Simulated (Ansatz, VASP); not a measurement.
Mg in VASP and in Ansatz

File INCAR:

```
SYSTEM = Mg
PREC = Accurate ; ENCUT = 520
EDIFF = 1E-6 ; ISMEAR = 0
SIGMA = 0.15 ; LREAL = .FALSE.
LASPH = .TRUE. ; NELM = 100
ALGO = Normal ; ISIF = 2
LWAVE = .FALSE. ; LCHARG = .TRUE.
GGA = PE ; LELF = .TRUE.
LVHAR = .TRUE. ; NBANDS = 7
```

File KPOINTS:

```
Automatic mesh
0
G
  18 18 18
  0 0 0
```

File POSCAR:

```
Mg
1.0
   -1.9212000000      1.9212000000      1.5003000000
    1.9212000000     -1.9212000000      1.5003000000
    1.9212000000      1.9212000000     -1.5003000000
Mg
1
Direct
    0.0000000000      0.0000000000      0.0000000000
```

Input for Ansatz:

```yaml
crystal:
  lattice:
    - [-1.9212, 1.9212, 1.5003]
    - [1.9212, -1.9212, 1.5003]
    - [1.9212, 1.9212, -1.5003]
  atoms:
    - { symbol: Mg, position: [0.0, 0.0, 0.0] }
basis:
  ecutwfc: 520.0
kpoints:
  mp_grid: { grid: [18, 18, 18] }
hamiltonian:
  xc: pbe
  pseudopotentials: { kind: paw }
scf:
  occupations: { method: gaussian, width: 0.15 }
output:
  forces: true
  stress: true
  eigenvalues: true
```

Alike in both runs: task single point; functional PBE; k mesh 18 × 18 × 18; occupations gaussian, width 0.15 eV; no spin polarisation.

|  | VASP | Ansatz |
| --- | --- | --- |
| version | VASP 6.6.1 | Ansatz 0.2.0 |
| potentials or method | VASP PAW PBE potentials, release 64 (Mg), cutoff 520 eV | scalar-relativistic, plane waves, PAW |
| valence electrons in the cell | 2 | 10 |

VASP gave:

- gap on the k mesh at the Fermi level (eV): none
- pressure (GPa): 2.4
- traceless stress, the component that is largest in VASP (GPa): 3.61

Problem. Estimate Ansatz's values.

Solution. gap on the k mesh at the Fermi level (eV): none; pressure (GPa): 2.5; traceless stress, the component that is largest in VASP (GPa): 3.60.

A gap of «none» marks a metal or a gap that the smearing closes. VASP's potentials hold 2 valence electrons a cell and Ansatz's 10, so a difference there can come from the potentials and not from the codes.
